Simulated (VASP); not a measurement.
# NbCrC3 (Pm-3m) in VASP: notebook

Runs on NbCrC3. Level: PBE. Tasks: single point, relaxation of cell and atoms.

Program: VASP 6.6.1. These are calculated values, not measurements. Logs are shortened: lines on timing, memory, paths and dates and some standing lists are left out, and cuts for length are marked.

### Step 1. The cell of the first run

It takes space group Pm-3m (No. 221, cubic). The conventional cell has a = 3.720 Å, b = 3.720 Å, c = 3.720 Å, α = 90.00°, β = 90.00°, γ = 90.00°. Nb (site symmetry m-3m) has 12 C at 2.63 Å and 8 Cr at 3.22 Å within 3.5 Å. Cr (site symmetry m-3m) has 6 C at 1.86 Å within 2.5 Å. C (site symmetry 4/mmm) has 2 Cr at 1.86 Å within 2.5 Å.

The cell was built from a structure type or drawn by symmetry, and may not be a known phase.

### Step 2. Single point, PBE, collinear spin, ferromagnetic start

INCAR

```
SYSTEM = NbCrC3
ALGO = Normal
EDIFF = 1E-7
ENCUT = 520
GGA = PE
ISIF = 2
ISMEAR = 0
ISPIN = 2
LASPH = .True.
LCHARG = .False.
LMAXMIX = 4
LORBIT = 11
LREAL = .False.
LWAVE = .False.
MAGMOM = 0 3 0 0 0
NBANDS = 30
NELM = 150
PREC = Accurate
SIGMA = 0.1
```

KPOINTS

```
k-points
0
Gamma
  4 4 4
  0 0 0
```

POSCAR

```
NbCrC3
1.0
    3.7202269094      0.0000000000      0.0000000000
    0.0000000000      3.7202269094      0.0000000000
    0.0000000000      0.0000000000      3.7202269094
Nb Cr C
1 1 3
Direct
    0.0000000000      0.0000000000      0.0000000000
    0.5000000000      0.5000000000      0.5000000000
    0.0000000000      0.5000000000      0.5000000000
    0.5000000000      0.0000000000      0.5000000000
    0.5000000000      0.5000000000      0.0000000000
```

Potentials or basis: VASP PAW PBE potentials, release 64 (Nb_sv, Cr_pv, C).

On the command line:

```
$ cat potpaw_PBE.64/Nb_sv/POTCAR potpaw_PBE.64/Cr_pv/POTCAR potpaw_PBE.64/C/POTCAR > POTCAR
$ mpirun -np 1 vasp_std > vasp.out
```

OUTCAR:

```text
SYSTEM = NbCrC3
   EDIFF = 1E-7
   ENCUT = 520
   GGA = PE
   ISIF = 2
   ISMEAR = 0
   ISPIN = 2
   LASPH = .True.
   LORBIT = 11
   LREAL = .False.
   NELM = 150
   PREC = Accurate

 ion  position               nearest neighbor table
   1  0.000  0.000  0.000-
   2  0.500  0.500  0.500-   3 1.86   4 1.86   5 1.86   5 1.86   4 1.86   3 1.86
   3  0.000  0.500  0.500-   2 1.86   2 1.86
   4  0.500  0.000  0.500-   2 1.86   2 1.86
   5  0.500  0.500  0.000-   2 1.86   2 1.86

  LATTYP: Found a simple cubic cell.
 ALAT       =     3.7202269094

  Lattice vectors:

 A1 = (   3.7202269094,   0.0000000000,   0.0000000000)
 A2 = (   0.0000000000,   3.7202269094,   0.0000000000)
 A3 = (   0.0000000000,   0.0000000000,   3.7202269094)

Analysis of symmetry for initial positions (statically):
=====================================================================
 Subroutine PRICEL returns:
 Original cell was already a primitive cell.

 Routine SETGRP: Setting up the symmetry group for a
 simple cubic supercell.

 Subroutine GETGRP returns: Found 48 space group operations
 (whereof 48 operations were pure point group operations)
 out of a pool of 48 trial point group operations.

The static configuration has the point symmetry O_h .

Analysis of symmetry for dynamics (positions and initial velocities):
=====================================================================
 Subroutine PRICEL returns:
 Original cell was already a primitive cell.

 Routine SETGRP: Setting up the symmetry group for a
 simple cubic supercell.

 Subroutine GETGRP returns: Found 48 space group operations
 (whereof 48 operations were pure point group operations)
 out of a pool of 48 trial point group operations.

The dynamic configuration has the point symmetry O_h .

Analysis of structural, dynamic, and magnetic symmetry:
=====================================================================
 Subroutine PRICEL returns:
 Original cell was already a primitive cell.

 Routine SETGRP: Setting up the symmetry group for a
 simple cubic supercell.

 Subroutine GETGRP returns: Found 48 space group operations
 (whereof 48 operations were pure point group operations)
 out of a pool of 48 trial point group operations.

The overall configuration has the point symmetry O_h .

 Subroutine INISYM returns: Found 48 space group operations
 (whereof 48 operations are pure point group operations),
 and found     1 'primitive' translations

----------------------------------------------------------------------------------------

                                     Primitive cell

  volume of cell :      51.4883

  direct lattice vectors                    reciprocal lattice vectors
     3.720226909  0.000000000  0.000000000     0.268800808  0.000000000  0.000000000
     0.000000000  3.720226909  0.000000000     0.000000000  0.268800808  0.000000000
     0.000000000  0.000000000  3.720226909     0.000000000  0.000000000  0.268800808

  length of vectors
     3.720226909  3.720226909  3.720226909     0.268800808  0.268800808  0.268800808

  position of ions in fractional coordinates (direct lattice)
     0.000000000  0.000000000  0.000000000
     0.500000000  0.500000000  0.500000000
     0.000000000  0.500000000  0.500000000
     0.500000000  0.000000000  0.500000000
     0.500000000  0.500000000  0.000000000

  ion indices of the primitive-cell ions
   primitive index   ion index
                 1           1
                 2           2
                 3           3
                 4           4
                 5           5

----------------------------------------------------------------------------------------

 KPOINTS: k-points

Automatic generation of k-mesh.
 Grid dimensions read from file:
 generate k-points for:    4    4    4

 Generating k-lattice:

  Cartesian coordinates                     Fractional coordinates (reciprocal lattice)
     0.067200202  0.000000000  0.000000000     0.250000000  0.000000000  0.000000000
     0.000000000  0.067200202  0.000000000     0.000000000  0.250000000  0.000000000
     0.000000000  0.000000000  0.067200202     0.000000000  0.000000000  0.250000000

  Length of vectors
     0.067200202  0.067200202  0.067200202

  Shift w.r.t. Gamma in fractional coordinates (k-lattice)
     0.000000000  0.000000000  0.000000000

 Subroutine IBZKPT returns following result:
 ===========================================

 Found     10 irreducible k-points:

 Following reciprocal coordinates:
            Coordinates               Weight
  0.000000  0.000000  0.000000      1.000000
  0.250000  0.000000  0.000000      6.000000
  0.500000  0.000000  0.000000      3.000000
  0.250000  0.250000  0.000000     12.000000
  0.500000  0.250000  0.000000     12.000000
  0.500000  0.500000  0.000000      3.000000
  0.250000  0.250000  0.250000      8.000000
  0.500000  0.250000  0.250000     12.000000
  0.500000  0.500000  0.250000      6.000000
  0.500000  0.500000  0.500000      1.000000
   k-points           NKPTS =     10   k-points in BZ     NKDIM =     10   number of bands    NBANDS=     30
   number of dos      NEDOS =    301   number of ions     NIONS =      5
   total plane-waves  NPLWV =  21952
   dimension x,y,z NGX =    28 NGY =   28 NGZ =   28
   dimension x,y,z NGXF=    56 NGYF=   56 NGZF=   56
   ions per type =               1   1   3
   NGX,Y,Z   is equivalent  to a cutoff of  12.51, 12.51, 12.51 a.u.
   NGXF,Y,Z  is equivalent  to a cutoff of  25.02, 25.02, 25.02 a.u.
 SYSTEM =  NbCrC3
   PREC   = accura    normal or accurate (medium, high low for compatibility)
   ISTART =      0    job   : 0-new  1-cont  2-samecut
   ICHARG =      2    charge: 1-file 2-atom 10-const
   ISPIN  =      2    spin polarized calculation?
   LNONCOLLINEAR =      F non collinear calculations
   LSORBIT =      F    spin-orbit coupling
   LASPH  =      T    aspherical Exc in radial PAW
   ENCUT  =  520.0 eV  38.22 Ry    6.18 a.u.   6.92  6.92  6.92*2*pi/ulx,y,z
   NELM   =    150;   NELMIN=  2; NELMDL= -5     # of ELM steps
   EDIFF  = 0.1E-06   stopping-criterion for ELM
   LREAL  =      F    real-space projection
   EDIFFG = 0.1E-05   stopping-criterion for IOM
   NSW    =      0    number of steps for IOM
   IBRION =     -1    ionic relax: 0-MD 1-quasi-New 2-CG
   NFREE  =      0    steps in history (QN), initial steepest desc. (CG)
   ISIF   =      2    stress and relaxation
   ISYM   =      2    0-nonsym 1-usesym 2-fastsym
   POTIM  = 0.5000    time-step for ionic-motion
   TEBEG  =    0.0;   TEEND  =   0.0 temperature during run
   PSTRESS=    0.0 pullay stress
   NELECT =      37.0000    total number of electrons
   NUPDOWN=      -1.0000    fix difference up-down
   EMIN   =  10.00;   EMAX   =-10.00  energy-range for DOS
   EFERMI =   0.00;   METHOD = LEGACY
   ISMEAR =     0;   SIGMA  =   0.10  broadening in eV -4-tet -1-fermi 0-gaus
   EFERMI_NEDOS =   21; number of points for ismear=-14 and -15
   IALGO  =     38    algorithm
   IMIX   =      4    mixing-type and parameters
     AMIX     =   0.40;   BMIX     =  1.00
     AMIX_MAG =   1.60;   BMIX_MAG =  1.00
  volume/ion in A,a.u.               =      10.30        69.49
  Fermi-wavevector in a.u.,A,eV,Ry     =   1.466356  2.771010 29.255231  2.150199
  Thomas-Fermi vector in A             =   2.582103
   LORBIT       =     11    0 simple, 1 ext, 2 COOP (PROOUT), +10 PAW based schemes
   GGA     = PE    functional components
   LHFCALC =     F    Hartree Fock is set to
   AEXX    =    0.0000 exact exchange contribution
   IVDW    =     0    specifies the selected vdW correction
   LEPSILON=     F    determine dielectric tensor
   LRPA    =     F    only Hartree local field effects (RPA)
 spin polarized calculation
 Gauss-broadening in eV      SIGMA  =   0.10
  energy-cutoff  :      520.00
  volume of cell :       51.49
 maximum number of plane-waves:      1406
 NGX is ok and might be reduce to    28
   NGX = 13   NGY = 13   NGZ = 13

 number of electron      37.0000018 magnetization       0.0011205

 number of electron      37.0000018 magnetization      -0.0000934

 Free energy of the ion-electron system (eV)
  ---------------------------------------------------
  ext. energy  EPLUGINS =         0.00000000
  ---------------------------------------------------
  free energy    TOTEN  =       -40.47892248 eV

  energy without entropy =      -40.46398667  energy(sigma->0) =      -40.47145457

 E-fermi :   9.9028     XC(G=0): -12.6317

 val. band max:        9.8878341915   @ k =   0.5000   0.5000   0.0000
 cond. band min:       9.9031270483   @ k =   0.5000   0.0000   0.0000
 fundamental gap:      0.0152928568
 Fermi energy:         9.9027971570

 spin component 1

 k-point     1 :       0.0000    0.0000    0.0000
  band No.  band energies     occupation
      1     -46.6306      1.00000
      2     -33.9037      1.00000
      3     -33.9037      1.00000
      4     -33.9037      1.00000
      5     -22.5702      1.00000
      6     -22.5702      1.00000
[... 319 lines left out ...]
     29      16.3412      0.00000
     30      19.2683      0.00000
 Fermi energy:         9.9027971570

 spin component 2

 k-point     1 :       0.0000    0.0000    0.0000
  band No.  band energies     occupation
      1     -46.6306      1.00000
      2     -33.9037      1.00000
      3     -33.9037      1.00000
      4     -33.9037      1.00000
      5     -22.5703      1.00000
      6     -22.5703      1.00000
[... 319 lines left out ...]
     29      16.3413      0.00000
     30      19.2683      0.00000

------------------------ aborting loop because EDIFF is reached ----------------------------------------

  FORCE on cell =-STRESS in cart. coord.  units (eV):
  Direction    XX          YY          ZZ          XY          YZ          ZX
  --------------------------------------------------------------------------------------
  -------------------------------------------------------------------------------------
  Total       -0.1238634     -0.1238634     -0.1238634     -0.0000000     -0.0000000     -0.0000000
  in kB       -3.8542965     -3.8542965     -3.8542965     -0.0000000     -0.0000000     -0.0000000
  external PRESSURE =      -3.8542965 kB  Pullay stress =       0.0000000 kB

 VOLUME and BASIS-vectors are now :
 -----------------------------------------------------------------------------
  energy-cutoff  :      520.00
  volume of cell :       51.49
      direct lattice vectors                 reciprocal lattice vectors
     3.720226909  0.000000000  0.000000000     0.268800808  0.000000000  0.000000000
     0.000000000  3.720226909  0.000000000     0.000000000  0.268800808  0.000000000
     0.000000000  0.000000000  3.720226909     0.000000000  0.000000000  0.268800808

 POSITION                                       TOTAL-FORCE (eV/Angst)
 -----------------------------------------------------------------------------------
      0.00000      0.00000      0.00000         0.000000      0.000000      0.000000
      1.86011      1.86011      1.86011         0.000000      0.000000      0.000000
      0.00000      1.86011      1.86011         0.000000      0.000000      0.000000
      1.86011      0.00000      1.86011         0.000000      0.000000      0.000000
      1.86011      1.86011      0.00000         0.000000      0.000000      0.000000
 -----------------------------------------------------------------------------------
    total drift:                                0.000000      0.000000      0.000000

  FREE ENERGIE OF THE ION-ELECTRON SYSTEM (eV)
  ---------------------------------------------------
  free  energy   TOTEN  =       -40.4789224795 eV

  energy  without entropy=      -40.4639866684  energy(sigma->0) =      -40.47145457

 total charge

# of ion       s       p       d       tot
------------------------------------------
    1        2.105   5.968   2.211  10.285
    2        0.506   6.710   4.633  11.848
    3        0.942   1.386   0.000   2.328
    4        0.942   1.386   0.000   2.328
    5        0.942   1.386   0.000   2.328
--------------------------------------------------
tot          5.438  16.836   6.844  29.118

 magnetization (x)

# of ion       s       p       d       tot
------------------------------------------
    1       -0.000  -0.000  -0.000  -0.000
    2        0.000   0.000   0.000   0.000
    3        0.000   0.000   0.000   0.000
    4        0.000   0.000   0.000   0.000
    5        0.000   0.000   0.000   0.000
--------------------------------------------------
tot         -0.000   0.000  -0.000  -0.000
```

Run time: 63 s. Hardware: 1 thread of Intel Xeon Platinum 8259CL at 2.50GHz (Skylake/Cascade Lake), shared host; peak memory 0.18 GiB.

Results:

```
Free energy                                           : -40.4789 eV
Pressure                                              : -0.4 GPa
Net moment                                            : 0.00 μB per cell
Valence electrons inside the program's atomic spheres : Nb 10.29; Cr 11.85; C 2.33
```

Caveat: the k points lie up to 0.42 Å⁻¹ apart.

### Step 3. Single point, PBE

This run uses another cell than the first one, of 10.32 Å³/atom.

INCAR

```
SYSTEM = NbCrC3
PREC     = Accurate       ! precision mode
ENCUT    = 520            ! plane-wave cutoff, eV
EDIFF    = 1E-7           ! SCF threshold, eV
ISMEAR   = 0              ! smearing method
SIGMA    = 0.1            ! smearing width, eV
LREAL    = .False.        ! projectors in reciprocal space
LASPH    = .True.         ! aspherical terms in the spheres
NELM     = 60             ! most SCF steps
ALGO     = Normal         ! electronic algorithm
ISIF     = 2              ! what is computed and relaxed
LWAVE    = .False.        ! write WAVECAR
LCHARG   = .True.         ! write CHGCAR
GGA      = PE             ! functional
LELF     = .True.         ! ELF
LVHAR    = .True.       
NBANDS   = 26             ! bands
```

KPOINTS

```
regular mesh
0
Gamma
  10 10 10
  0 0 0
```

Changes to POSCAR since step 2:

```diff
@@ -2,5 +2,5 @@
 1.0
-    3.7202269094      0.0000000000      0.0000000000
-    0.0000000000      3.7202269094      0.0000000000
-    0.0000000000      0.0000000000      3.7202269094
+    3.7232970283      0.0000000000      0.0000000000
+    0.0000000000      3.7232970283      0.0000000000
+    0.0000000000      0.0000000000      3.7232970283
 Nb Cr C
```

Potentials or basis: VASP PAW PBE potentials, release 64 (Nb_sv, Cr_pv, C).

On the command line:

```
$ cat potpaw_PBE.64/Nb_sv/POTCAR potpaw_PBE.64/Cr_pv/POTCAR potpaw_PBE.64/C/POTCAR > POTCAR
$ mpirun -np 1 vasp_std > vasp.out
```

OUTCAR:

```text
SYSTEM = NbCrC3
   PREC = Accurate
   ENCUT = 520
   EDIFF = 1E-7
   ISMEAR = 0
   LREAL = .False.
   LASPH = .True.
   NELM = 60
   ISIF = 2
   GGA = PE

 ion  position               nearest neighbor table
   1  0.000  0.000  0.000-
   2  0.500  0.500  0.500-   3 1.86   4 1.86   5 1.86   5 1.86   4 1.86   3 1.86
   3  0.000  0.500  0.500-   2 1.86   2 1.86
   4  0.500  0.000  0.500-   2 1.86   2 1.86
   5  0.500  0.500  0.000-   2 1.86   2 1.86

  LATTYP: Found a simple cubic cell.
[... 898 lines left out ...]
  --------------------------------------------------------------------------------------
  -------------------------------------------------------------------------------------
  Total       -0.0708974     -0.0708974     -0.0708974      0.0000000      0.0000000     -0.0000000
  in kB       -2.2006859     -2.2006859     -2.2006859      0.0000000      0.0000000     -0.0000000
  external PRESSURE =      -2.2006859 kB  Pullay stress =       0.0000000 kB

 VOLUME and BASIS-vectors are now :
 -----------------------------------------------------------------------------
  energy-cutoff  :      520.00
  volume of cell :       51.62
      direct lattice vectors                 reciprocal lattice vectors
     3.723297028  0.000000000  0.000000000     0.268579163  0.000000000  0.000000000
     0.000000000  3.723297028  0.000000000     0.000000000  0.268579163  0.000000000
     0.000000000  0.000000000  3.723297028     0.000000000  0.000000000  0.268579163

 POSITION                                       TOTAL-FORCE (eV/Angst)
 -----------------------------------------------------------------------------------
      0.00000      0.00000      0.00000         0.000000      0.000000      0.000000
      1.86165      1.86165      1.86165         0.000000      0.000000      0.000000
      0.00000      1.86165      1.86165         0.000000      0.000000      0.000000
      1.86165      0.00000      1.86165         0.000000      0.000000      0.000000
      1.86165      1.86165      0.00000         0.000000      0.000000      0.000000
 -----------------------------------------------------------------------------------
    total drift:                                0.000000      0.000000      0.000000

  FREE ENERGIE OF THE ION-ELECTRON SYSTEM (eV)
  ---------------------------------------------------
  free  energy   TOTEN  =       -40.4202719772 eV

  energy  without entropy=      -40.4025758451  energy(sigma->0) =      -40.41142391
```

stdout:

```text
POSCAR found type information on POSCAR NbCrC
 POSCAR found :  3 types and       5 ions
 scaLAPACK will be used
 LDA part: xc-table for (Slater+PW92), standard interpolation
 POSCAR, INCAR and KPOINTS ok, starting setup
 FFT: planning ... GRIDC
 FFT: planning ... GRID_SOFT
 FFT: planning ... GRID
 WAVECAR not read
 entering main loop
```

Run time: 94 s. Hardware: 1 thread of Intel Xeon Platinum 8259CL at 2.50GHz (Skylake/Cascade Lake), shared host; peak memory 0.21 GiB.

Results:

* Free energy: -40.4203 eV
* Pressure: -0.2 GPa
* Band gap on the k mesh: zero (an odd number of electrons rules out a gap without spin polarisation)

Levels at points of the mesh, in eV from the Fermi level:
```csv
k point,band 16,band 17,band 18,band 19,band 20,band 21,band 22,band 23
"(0.00, 0.00, 0.00)",-1.86,-1.06,-1.06,-0.16,-0.16,-0.16,0.73,0.73
"(0.50, 0.00, 0.00)",-3.88,-1.89,-1.26,0.00,0.65,0.65,0.91,2.52
"(0.50, 0.50, 0.00)",-1.25,-1.23,-1.23,-0.14,-0.02,0.76,0.76,1.42
"(0.50, 0.50, 0.50)",-4.98,0.90,0.90,1.54,1.54,1.54,1.89,1.89
```

Caveat: the run has no spin polarisation, though such a crystal can be magnetic.

(Continued in part 2 of 2.)
